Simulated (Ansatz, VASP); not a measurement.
# BaTiO3: VASP beside Ansatz

```
CELL_PARAMETERS angstrom
2.90328 1.67621 2.34605
-2.90328 1.67621 2.34605
0.00000 -3.35242 2.34605
ATOMIC_POSITIONS crystal
Ba 0.00268 0.00268 0.00268
Ti 0.51280 0.51280 0.51280
O 0.49032 0.49032 0.98258
O 0.49032 0.98258 0.49032
O 0.98258 0.49032 0.49032
```

Change from the starting cell: strain +0.015 along x and y, +0.000 along z, atoms carried along.

Alike in both runs: task single point; functional PBE; k mesh 6 × 6 × 6; occupations gaussian, width 0.05 eV; no spin polarisation; Hubbard terms Ti d U = 4.0 eV.

```csv
,VASP,Ansatz
version,VASP 6.6.1,Ansatz 0.2.0
potentials or method,"VASP PAW PBE potentials, release 64 (Ba_sv, Ti_sv, O), cutoff 520 eV","scalar-relativistic, plane waves, PAW"
valence electrons in the cell,40,40
```

|  | VASP | Ansatz | Ansatz less VASP |
| --- | --- | --- | --- |
| gap on the k mesh at the Fermi level (eV) | 2.53 | 2.54 | +0.013 |
| least direct gap on the mesh (eV) | 2.98 | 2.96 | -0.016 |
| pressure (GPa) | -1.3 | -4.4 | -3.09 |
| traceless stress, the component that is largest in VASP (GPa) | 1.99 | 2.23 | +0.240 |
| rms of the force components (eV/Å) | 0.111 | 0.107 | -0.0045 |

The programs project onto different local orbitals, so the same U acts differently, and such runs can settle in different states. Atom by atom the forces differ by 0.211 eV/Å (rms over components).

Neither program's run includes spin-orbit coupling.
